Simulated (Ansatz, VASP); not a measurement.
One calculation of B, two programs

```
CELL_PARAMETERS angstrom
1.70563 0.00000 0.00000
-0.85281 1.47712 0.00000
0.00000 0.00000 8.91519
ATOMIC_POSITIONS crystal
B 0.33333 0.66667 0.25000
B 0.66667 0.33333 0.75000
```

Alike in both runs: functional PBE; k mesh 9 × 9 × 6; occupations gaussian, width 0.1 eV; no spin polarisation.

Ansatz relaxed the structure, and its values are those at the end. VASP's run is a single point on that final structure, the one shown.

|  | VASP | Ansatz |
| --- | --- | --- |
| version | VASP 6.6.1 | Ansatz 0.2.0 |
| potentials or method | VASP PAW PBE potentials, release 64 (B), cutoff 520 eV | scalar-relativistic, plane waves, PAW |
| valence electrons in the cell | 6 | 6 |

```tsv
	VASP	Ansatz	Ansatz less VASP
gap on the k mesh at the Fermi level (eV)	none	none	-
pressure (GPa)	0.0	0.0	+0.05
```

A gap of «none» marks a metal or a gap that the smearing closes. With one functional, cell and mesh, what is left measures potentials, basis and numerics.

The k mesh is coarse, so the values compare programs but aren't converged.
